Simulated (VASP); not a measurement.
# SiC (Moissanite 3C) (F-43m) in VASP: a series of runs

The runs below take SiC (Moissanite 3C) through single point, with PBE, LDA, PBEsol.

Everything below comes from runs of VASP 6.6.1. Logs are shortened: lines on timing, memory, paths and dates and some standing lists are left out, and cuts for length are marked.

**The experiment to reproduce.**

From “Insight into the structural, elastic and electronic properties of a new orthorhombic 6O-SiC polytype”, 2020, pmc:7200658, for a bulk crystal of SiC: band gap 2.4 eV (indirect).

The runs below are set against these values where they give the same quantity.

### 1 The cell of the first run

Symmetry: F-43m, No. 216, cubic system. Conventional cell: a = 4.356 Å, b = 4.356 Å, c = 4.356 Å, α = 90.00°, β = 90.00°, γ = 90.00°. Within 2.5 Å of Si (site symmetry -43m) lie 4 C at 1.89 Å. Within 2.5 Å of C (site symmetry -43m) lie 4 Si at 1.89 Å.

### 2 Single point, PBE

Input file INCAR:

```
PREC = Accurate
ENCUT = 520
EDIFF = 1E-6
ISMEAR = 0
SIGMA = 0.01
LREAL = False
LASPH = True
NELM = 100
ALGO = Normal
ISIF = 2
LWAVE = False
LCHARG = False
GGA = PE
NBANDS = 11
```

Input file KPOINTS:

```
regular mesh
0
Gamma
  6 6 6
```

Input file POSCAR:

```
SiC
1.0
    0.0000000000      2.1780503294      2.1780503294
    2.1780503294      0.0000000000      2.1780503294
    2.1780503294      2.1780503294      0.0000000000
Si C
1 1
Direct
    0.0000000000      0.0000000000      0.0000000000
    0.2500000000      0.2500000000      0.2500000000
```

Potentials or basis: VASP PAW PBE potentials, release 64 (Si, C).

On the command line:

```bash
$ cat potpaw_PBE.64/Si/POTCAR potpaw_PBE.64/C/POTCAR > POTCAR
$ mpirun -np 1 vasp_std > vasp.out
```

OUTCAR:

```text
PREC = Accurate
   ENCUT = 520
   EDIFF = 1E-6
   ISMEAR = 0
   LREAL = False
   LASPH = True
   NELM = 100
   ISIF = 2
   GGA = PE

 ion  position               nearest neighbor table
   1  0.000  0.000  0.000-   2 1.89   2 1.89   2 1.89   2 1.89
   2  0.250  0.250  0.250-   1 1.89   1 1.89   1 1.89   1 1.89

  LATTYP: Found a face centered cubic cell.
 ALAT       =     4.3561006588

  Lattice vectors:

 A1 = (   0.0000000000,   2.1780503294,   2.1780503294)
 A2 = (   2.1780503294,   0.0000000000,   2.1780503294)
 A3 = (   2.1780503294,   2.1780503294,   0.0000000000)

Analysis of symmetry for initial positions (statically):
=====================================================================
 Subroutine PRICEL returns:
 Original cell was already a primitive cell.

 Routine SETGRP: Setting up the symmetry group for a
 face centered cubic supercell.

 Subroutine GETGRP returns: Found 24 space group operations
 (whereof 24 operations were pure point group operations)
 out of a pool of 48 trial point group operations.

The static configuration has the point symmetry T_d .

Analysis of symmetry for dynamics (positions and initial velocities):
=====================================================================
 Subroutine PRICEL returns:
 Original cell was already a primitive cell.

 Routine SETGRP: Setting up the symmetry group for a
 face centered cubic supercell.

 Subroutine GETGRP returns: Found 24 space group operations
 (whereof 24 operations were pure point group operations)
 out of a pool of 48 trial point group operations.

The dynamic configuration has the point symmetry T_d .

 Subroutine INISYM returns: Found 24 space group operations
 (whereof 24 operations are pure point group operations),
 and found     1 'primitive' translations

----------------------------------------------------------------------------------------

                                     Primitive cell

  volume of cell :      20.6649

  direct lattice vectors                    reciprocal lattice vectors
     0.000000000  2.178050329  2.178050329    -0.229563107  0.229563107  0.229563107
     2.178050329  0.000000000  2.178050329     0.229563107 -0.229563107  0.229563107
     2.178050329  2.178050329  0.000000000     0.229563107  0.229563107 -0.229563107

  length of vectors
     3.080228315  3.080228315  3.080228315     0.397614964  0.397614964  0.397614964

  position of ions in fractional coordinates (direct lattice)
[... 76 lines left out ...]
   ISIF   =      2    stress and relaxation
   ISYM   =      2    0-nonsym 1-usesym 2-fastsym
   POTIM  = 0.5000    time-step for ionic-motion
   TEBEG  =    0.0;   TEEND  =   0.0 temperature during run
   PSTRESS=    0.0 pullay stress
   NELECT =       8.0000    total number of electrons
   NUPDOWN=      -1.0000    fix difference up-down
   EMIN   =  10.00;   EMAX   =-10.00  energy-range for DOS
   EFERMI =   0.00;   METHOD = LEGACY
   ISMEAR =     0;   SIGMA  =   0.01  broadening in eV -4-tet -1-fermi 0-gaus
   EFERMI_NEDOS =   21; number of points for ismear=-14 and -15
   IALGO  =     38    algorithm
   IMIX   =      4    mixing-type and parameters
     AMIX     =   0.40;   BMIX     =  1.00
     AMIX_MAG =   1.60;   BMIX_MAG =  1.00
  volume/ion in A,a.u.               =      10.33        69.73
  Fermi-wavevector in a.u.,A,eV,Ry     =   1.193146  2.254719 19.369218  1.423597
  Thomas-Fermi vector in A             =   2.329167
   LORBIT       =      0    0 simple, 1 ext, 2 COOP (PROOUT), +10 PAW based schemes
   GGA     = PE    functional components
   LHFCALC =     F    Hartree Fock is set to
   AEXX    =    0.0000 exact exchange contribution
   IVDW    =     0    specifies the selected vdW correction
   LEPSILON=     F    determine dielectric tensor
   LRPA    =     F    only Hartree local field effects (RPA)
 non-spin polarized calculation
 Gauss-broadening in eV      SIGMA  =   0.01
  energy-cutoff  :      520.00
  volume of cell :       20.66
 maximum number of plane-waves:       568
   NGX = 11   NGY = 11   NGZ = 11

 number of electron       8.0000001 magnetization

 Free energy of the ion-electron system (eV)
  ---------------------------------------------------
  ext. energy  EPLUGINS =         0.00000000
  ---------------------------------------------------
  free energy    TOTEN  =       -15.04652069 eV

  energy without entropy =      -15.04652069  energy(sigma->0) =      -15.04652069

 E-fermi :   8.1817     XC(G=0): -11.3600

 val. band max:        8.1292200425   @ k =   0.0000   0.0000   0.0000
 cond. band min:       9.4787529164   @ k =   0.5000   0.5000   0.0000
 fundamental gap:      1.3495328739
 Fermi energy:         8.1817390025

 k-point     1 :       0.0000    0.0000    0.0000
  band No.  band energies     occupation
      1      -7.2878      2.00000
      2       8.1292      2.00000
      3       8.1292      2.00000
      4       8.1292      2.00000
      5      14.3771      0.00000
      6      15.4392      0.00000
      7      15.4392      0.00000
      8      15.4392      0.00000
      9      22.6369      0.00000
     10      22.6369      0.00000
     11      24.6245      0.00000
[... 197 lines left out ...]
 k-point    16 :      -0.3333    0.5000    0.1667
  band No.  band energies     occupation
      1      -2.0922      2.00000
      2       0.8368      2.00000
      3       3.6165      2.00000
      4       3.7407      2.00000
      5      12.1188      0.00000
      6      15.2242      0.00000
      7      18.9701      0.00000
      8      20.3498      0.00000
      9      22.3250      0.00000
     10      25.8533      0.00000
     11      29.2922      0.00000

------------------------ aborting loop because EDIFF is reached ----------------------------------------

  FORCE on cell =-STRESS in cart. coord.  units (eV):
  Direction    XX          YY          ZZ          XY          YZ          ZX
  --------------------------------------------------------------------------------------
  -------------------------------------------------------------------------------------
  Total        0.4575395      0.4575395      0.4575395      0.0000000      0.0000000     -0.0000000
  in kB       35.4736121     35.4736121     35.4736121      0.0000000      0.0000000     -0.0000000
  external PRESSURE =      35.4736121 kB  Pullay stress =       0.0000000 kB

 VOLUME and BASIS-vectors are now :
 -----------------------------------------------------------------------------
  energy-cutoff  :      520.00
  volume of cell :       20.66
      direct lattice vectors                 reciprocal lattice vectors
     0.000000000  2.178050329  2.178050329    -0.229563107  0.229563107  0.229563107
     2.178050329  0.000000000  2.178050329     0.229563107 -0.229563107  0.229563107
     2.178050329  2.178050329  0.000000000     0.229563107  0.229563107 -0.229563107

 POSITION                                       TOTAL-FORCE (eV/Angst)
 -----------------------------------------------------------------------------------
      0.00000      0.00000      0.00000        -0.000000      0.000000     -0.000000
      1.08903      1.08903      1.08903         0.000000     -0.000000      0.000000
 -----------------------------------------------------------------------------------
    total drift:                                0.000000      0.000000      0.000000

  FREE ENERGIE OF THE ION-ELECTRON SYSTEM (eV)
  ---------------------------------------------------
  free  energy   TOTEN  =       -15.0465206869 eV

  energy  without entropy=      -15.0465206869  energy(sigma->0) =      -15.04652069
```

OSZICAR:

```text
N       E                     dE             d eps       ncg     rms          rms(c)
DAV:   1     0.479389661357E+01    0.47939E+01   -0.39092E+03   355   0.608E+02
DAV:   2    -0.162938670401E+02   -0.21088E+02   -0.20175E+02   421   0.113E+02
DAV:   3    -0.169105302327E+02   -0.61666E+00   -0.61583E+00   433   0.166E+01
DAV:   4    -0.169128334920E+02   -0.23033E-02   -0.23031E-02   393   0.130E+00
DAV:   5    -0.169128439456E+02   -0.10454E-04   -0.10454E-04   427   0.785E-02    0.883E+00
DAV:   6    -0.151050756030E+02    0.18078E+01   -0.64665E+00   388   0.114E+01    0.391E+00
DAV:   7    -0.150540306934E+02    0.51045E-01   -0.39271E-01   427   0.357E+00    0.179E+00
DAV:   8    -0.150462940461E+02    0.77366E-02   -0.20645E-02   391   0.956E-01    0.166E-01
DAV:   9    -0.150464052056E+02   -0.11116E-03   -0.16001E-03   423   0.229E-01    0.113E-01
DAV:  10    -0.150465182717E+02   -0.11307E-03   -0.23960E-04   400   0.939E-02    0.254E-02
DAV:  11    -0.150465202510E+02   -0.19793E-05   -0.41286E-05   415   0.332E-02    0.661E-03
DAV:  12    -0.150465206869E+02   -0.43597E-06   -0.18635E-06   334   0.825E-03
   1 F= -.15046521E+02 E0= -.15046521E+02  d E =-.822319E-16
```

Run time: 2.6 s. Hardware: 1 thread of Intel Xeon 6975P-C, shared host; peak memory 0.13 GiB.

What came out:

```yaml
Free_energy: -15.0465 eV
Pressure: 3.5 GPa
Band_gap_on_the_k_mesh: 1.35 eV, indirect (least direct gap 4.54 eV)
```

A k mesh can miss the band edges.

(Part 1 of 2 ends here.)
